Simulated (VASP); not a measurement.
# BN (lda) (R3m) in VASP: further runs

Runs on BN (lda). Level: LDA. Tasks: single point, relaxation of the atoms.

All numbers are computed with VASP 6.6.1; they aren't measurements. Logs are shortened: lines on timing, memory, paths and dates and some standing lists are left out, and cuts for length are marked.

### 1 The cell of the first run

The structure is trigonal, space group R3m (No. 160). The conventional cell has a = 2.493 Å, b = 2.493 Å, c = 6.216 Å, α = 90.00°, β = 90.00°, γ = 120.00°. Within 2.0 Å of B (site symmetry 3m) lie 4 N at 1.53 to 1.55 Å. Within 2.0 Å of N (site symmetry 3m) lie 4 B at 1.53 to 1.55 Å.

### 2 Single point, LDA (strained cell)

INCAR

```
PREC = Accurate
ENCUT = 600
EDIFF = 1E-6
ISMEAR = 0
SIGMA = 0.02
LREAL = F
LASPH = T
NELM = 120
ALGO = Normal
ISIF = 2
LWAVE = F
LCHARG = F
GGA = CA
NBANDS = 11
GGA_COMPAT = F
```

KPOINTS

```
regular mesh
0
Gamma
  9 9 9
```

POSCAR

```
BN
1.0
    0.0208844043      1.7839403099      1.7839403099
    1.7839403099      0.0208844043      1.7839403099
    1.7839403099      1.7839403099      0.0208844043
B N
1 1
Direct
    0.0002179651      0.0002179651      0.0002179651
    0.2497820349      0.2497820349      0.2497820349
```

Potentials or basis: VASP PAW LDA potentials, release 64 (B, N).

Run with:

```
$ cat potpaw_LDA.64/B/POTCAR potpaw_LDA.64/N/POTCAR > POTCAR
$ mpirun -np 1 vasp_std > vasp.out
```

OUTCAR:

```text
PREC = Accurate
   ENCUT = 600
   EDIFF = 1E-6
   ISMEAR = 0
   LREAL = F
   LASPH = T
   NELM = 120
   ISIF = 2
   GGA = CA

 ion  position               nearest neighbor table
   1  0.000  0.000  0.000-   2 1.53   2 1.53   2 1.53   2 1.55
   2  0.250  0.250  0.250-   1 1.53   1 1.53   1 1.53   1 1.55

  LATTYP: Found a trigonal (rhomboedric) cell.
 ALAT       =     2.5229590201
 COS(alpha) =     0.5116718337

  Lattice vectors:

 A1 = (   0.0208844043,   1.7839403099,   1.7839403099)
 A2 = (   1.7839403099,   0.0208844043,   1.7839403099)
 A3 = (   1.7839403099,   1.7839403099,   0.0208844043)

Analysis of symmetry for initial positions (statically):
=====================================================================
 Subroutine PRICEL returns:
 Original cell was already a primitive cell.

 Routine SETGRP: Setting up the symmetry group for a
 trigonal (rhombohedral) supercell.

 Subroutine GETGRP returns: Found  6 space group operations
 (whereof  6 operations were pure point group operations)
 out of a pool of 12 trial point group operations.

The static configuration has the point symmetry C_3v.

Analysis of symmetry for dynamics (positions and initial velocities):
=====================================================================
 Subroutine PRICEL returns:
 Original cell was already a primitive cell.

 Routine SETGRP: Setting up the symmetry group for a
 trigonal (rhombohedral) supercell.

 Subroutine GETGRP returns: Found  6 space group operations
 (whereof  6 operations were pure point group operations)
 out of a pool of 12 trial point group operations.

The dynamic configuration has the point symmetry C_3v.

 Subroutine INISYM returns: Found  6 space group operations
 (whereof  6 operations are pure point group operations),
 and found     1 'primitive' translations

----------------------------------------------------------------------------------------

                                     Primitive cell

  volume of cell :      11.1552

  direct lattice vectors                    reciprocal lattice vectors
     0.020884404  1.783940310  1.783940310    -0.285248863  0.281948125  0.281948125
     1.783940310  0.020884404  1.783940310     0.281948125 -0.285248863  0.281948125
     1.783940310  1.783940310  0.020884404     0.281948125  0.281948125 -0.285248863

  length of vectors
     2.522959020  2.522959020  2.522959020     0.490261568  0.490261568  0.490261568

  position of ions in fractional coordinates (direct lattice)
     0.000217965  0.000217965  0.000217965
     0.249782035  0.249782035  0.249782035

  ion indices of the primitive-cell ions
   primitive index   ion index
                 1           1
                 2           2

----------------------------------------------------------------------------------------

 KPOINTS: regular mesh

Automatic generation of k-mesh.
 Grid dimensions read from file:
 generate k-points for:    9    9    9

 Generating k-lattice:

  Cartesian coordinates                     Fractional coordinates (reciprocal lattice)
    -0.031694318  0.031327569  0.031327569     0.111111111  0.000000000  0.000000000
     0.031327569 -0.031694318  0.031327569     0.000000000  0.111111111  0.000000000
     0.031327569  0.031327569 -0.031694318     0.000000000  0.000000000  0.111111111

  Length of vectors
     0.054473508  0.054473508  0.054473508

  Shift w.r.t. Gamma in fractional coordinates (k-lattice)
     0.000000000  0.000000000  0.000000000

 Subroutine IBZKPT returns following result:
 ===========================================

 Found     85 irreducible k-points:

 Following reciprocal coordinates:
            Coordinates               Weight
  0.000000  0.000000  0.000000      1.000000
  0.111111 -0.000000 -0.000000      6.000000
  0.222222  0.000000  0.000000      6.000000
  0.333333 -0.000000 -0.000000      6.000000
  0.444444  0.000000  0.000000      6.000000
  0.111111  0.111111 -0.000000      6.000000
[... 16 lines left out ...]
 -0.333333  0.333333  0.000000      6.000000
  0.444444  0.444444  0.000000      6.000000
 [... further k-points ...]
   k-points           NKPTS =     85   k-points in BZ     NKDIM =     85   number of bands    NBANDS=     11
   number of dos      NEDOS =    301   number of ions     NIONS =      2
   total plane-waves  NPLWV =   8000
   dimension x,y,z NGX =    20 NGY =   20 NGZ =   20
   dimension x,y,z NGXF=    40 NGYF=   40 NGZF=   40
   ions per type =               1   1
   NGX,Y,Z   is equivalent  to a cutoff of  13.18, 13.18, 13.18 a.u.
   NGXF,Y,Z  is equivalent  to a cutoff of  26.36, 26.36, 26.36 a.u.
 SYSTEM =  unknown system
   PREC   = accura    normal or accurate (medium, high low for compatibility)
   ISTART =      0    job   : 0-new  1-cont  2-samecut
   ICHARG =      2    charge: 1-file 2-atom 10-const
   ISPIN  =      1    spin polarized calculation?
   LNONCOLLINEAR =      F non collinear calculations
   LSORBIT =      F    spin-orbit coupling
   LASPH  =      T    aspherical Exc in radial PAW
   ENCUT  =  600.0 eV  44.10 Ry    6.64 a.u.   5.04  5.04  5.04*2*pi/ulx,y,z
   NELM   =    120;   NELMIN=  2; NELMDL= -5     # of ELM steps
   EDIFF  = 0.1E-05   stopping-criterion for ELM
   LREAL  =      F    real-space projection
   EDIFFG = 0.1E-04   stopping-criterion for IOM
   NSW    =      0    number of steps for IOM
   IBRION =     -1    ionic relax: 0-MD 1-quasi-New 2-CG
   NFREE  =      0    steps in history (QN), initial steepest desc. (CG)
   ISIF   =      2    stress and relaxation
   ISYM   =      2    0-nonsym 1-usesym 2-fastsym
   POTIM  = 0.5000    time-step for ionic-motion
   TEBEG  =    0.0;   TEEND  =   0.0 temperature during run
   PSTRESS=    0.0 pullay stress
   NELECT =       8.0000    total number of electrons
   NUPDOWN=      -1.0000    fix difference up-down
   EMIN   =  10.00;   EMAX   =-10.00  energy-range for DOS
   EFERMI =   0.00;   METHOD = LEGACY
   ISMEAR =     0;   SIGMA  =   0.02  broadening in eV -4-tet -1-fermi 0-gaus
   EFERMI_NEDOS =   21; number of points for ismear=-14 and -15
   IALGO  =     38    algorithm
   IMIX   =      4    mixing-type and parameters
     AMIX     =   0.40;   BMIX     =  1.00
     AMIX_MAG =   1.60;   BMIX_MAG =  1.00
  volume/ion in A,a.u.               =       5.58        37.64
  Fermi-wavevector in a.u.,A,eV,Ry     =   1.465365  2.769138 29.215710  2.147294
  Thomas-Fermi vector in A             =   2.581230
   LORBIT       =      0    0 simple, 1 ext, 2 COOP (PROOUT), +10 PAW based schemes
   GGA     = CA    functional components
   LHFCALC =     F    Hartree Fock is set to
   AEXX    =    0.0000 exact exchange contribution
   IVDW    =     0    specifies the selected vdW correction
   LEPSILON=     F    determine dielectric tensor
   LRPA    =     F    only Hartree local field effects (RPA)
 non-spin polarized calculation
 Gauss-broadening in eV      SIGMA  =   0.02
  energy-cutoff  :      600.00
  volume of cell :       11.16
 maximum number of plane-waves:       379
   NGX =  9   NGY =  9   NGZ =  9

 number of electron       7.9999999 magnetization

 Free energy of the ion-electron system (eV)
  ---------------------------------------------------
  ext. energy  EPLUGINS =         0.00000000
  ---------------------------------------------------
  free energy    TOTEN  =       -19.39464756 eV

  energy without entropy =      -19.39464756  energy(sigma->0) =      -19.39464756

 E-fermi :   8.2659     XC(G=0): -13.3813

 val. band max:        8.1629586100   @ k =   0.0000   0.0000   0.0000
 cond. band min:      12.6852871349   @ k =   0.4444   0.4444   0.0000
 fundamental gap:      4.5223285249
 Fermi energy:         8.2659467068

 k-point     1 :       0.0000    0.0000    0.0000
  band No.  band energies     occupation
      1     -12.6117      2.00000
      2       8.0320      2.00000
      3       8.1630      2.00000
      4       8.1630      2.00000
      5      16.7040      0.00000
      6      17.2286      0.00000
      7      17.2286      0.00000
      8      19.5679      0.00000
      9      33.7001      0.00000
     10      36.6241      0.00000
     11      36.6241      0.00000

 k-point     2 :       0.1111   -0.0000   -0.0000
  band No.  band energies     occupation
      1     -12.2945      2.00000
      2       6.5871      2.00000
      3       7.7151      2.00000
      4       7.8192      2.00000
      5      17.1662      0.00000
      6      17.6671      0.00000
      7      17.7257      0.00000
      8      20.4575      0.00000
      9      32.9722      0.00000
     10      33.3907      0.00000
     11      33.6064      0.00000

 k-point     3 :       0.2222    0.0000    0.0000
  band No.  band energies     occupation
      1     -11.3617      2.00000
      2       3.3605      2.00000
      3       7.0207      2.00000
      4       7.0961      2.00000
      5      17.9539      0.00000
      6      18.4232      0.00000
      7      18.6366      0.00000
      8      22.1069      0.00000
      9      31.7578      0.00000
     10      32.1460      0.00000
     11      32.2999      0.00000

 k-point     4 :       0.3333   -0.0000   -0.0000
  band No.  band energies     occupation
      1      -9.9028      2.00000
      2      -0.0248      2.00000
      3       6.3949      2.00000
      4       6.4376      2.00000
      5      18.4914      0.00000
      6      18.9177      0.00000
      7      19.0920      0.00000
      8      23.2073      0.00000
      9      31.7150      0.00000
     10      32.7114      0.00000
     11      33.2809      0.00000
[... 239 lines left out ...]
 k-point    22 :      -0.4444    0.3333   -0.0000
  band No.  band energies     occupation
      1      -6.7189      2.00000
      2      -0.6509      2.00000
      3       1.0248      2.00000
      4       3.5945      2.00000
      5      14.7710      0.00000
      6      20.9252      0.00000
      7      24.4278      0.00000
      8      25.2131      0.00000
      9      28.1249      0.00000
     10      35.4792      0.00000
     11      37.0137      0.00000

 k-point    23 :      -0.3333    0.3333    0.0000
  band No.  band energies     occupation
      1      -6.7751      2.00000
      2      -0.7253      2.00000
      3       0.4125      2.00000
      4       4.3207      2.00000
      5      15.9027      0.00000
      6      22.9283      0.00000
      7      23.3726      0.00000
      8      25.0081      0.00000
      9      26.7116      0.00000
     10      33.4872      0.00000
     11      35.7658      0.00000

 k-point    24 :       0.4444    0.4444    0.0000
  band No.  band energies     occupation
      1      -7.0261      2.00000
      2      -0.6406      2.00000
      3       2.8909      2.00000
      4       3.1316      2.00000
      5      12.6853      0.00000
      6      17.7096      0.00000
      7      26.3281      0.00000
      8      26.3691      0.00000
      9      29.4566      0.00000
     10      36.3532      0.00000
     11      42.9447      0.00000

 [... further k-points ...]
[... 5 lines left out ...]
  --------------------------------------------------------------------------------------
  -------------------------------------------------------------------------------------
  Total        0.9047750      0.9047750      0.9047750     -0.4152830     -0.4152830     -0.4152830
  in kB      129.9493164    129.9493164    129.9493164    -59.6454844    -59.6454844    -59.6454844
  external PRESSURE =     129.9493164 kB  Pullay stress =       0.0000000 kB

 VOLUME and BASIS-vectors are now :
 -----------------------------------------------------------------------------
  energy-cutoff  :      600.00
  volume of cell :       11.16
      direct lattice vectors                 reciprocal lattice vectors
     0.020884404  1.783940310  1.783940310    -0.285248863  0.281948125  0.281948125
     1.783940310  0.020884404  1.783940310     0.281948125 -0.285248863  0.281948125
     1.783940310  1.783940310  0.020884404     0.281948125  0.281948125 -0.285248863

 POSITION                                       TOTAL-FORCE (eV/Angst)
 -----------------------------------------------------------------------------------
      0.00078      0.00078      0.00078         0.002201      0.002201      0.002201
      0.89641      0.89641      0.89641        -0.002201     -0.002201     -0.002201
 -----------------------------------------------------------------------------------
    total drift:                               -0.000125     -0.000125     -0.000125

  FREE ENERGIE OF THE ION-ELECTRON SYSTEM (eV)
  ---------------------------------------------------
  free  energy   TOTEN  =       -19.3946475611 eV

  energy  without entropy=      -19.3946475611  energy(sigma->0) =      -19.39464756
```

Wall time 12 s (1 thread of Intel Xeon 8259CL, shared host); peak memory 0.12 GiB.

Results:

```
Free energy            : -19.3946 eV
Pressure               : 13.0 GPa
Largest force          : 0.004 eV/Å
Band gap on the k mesh : 4.52 eV, indirect (least direct gap 8.54 eV)
```

Forces in eV/Å, atoms in the order of the input:
```
B    0.002  0.002  0.002
N   -0.002 -0.002 -0.002
```

Caveat: the cell differs from its parent crystal (strained cell).

(Continued in part 2 of 2.)
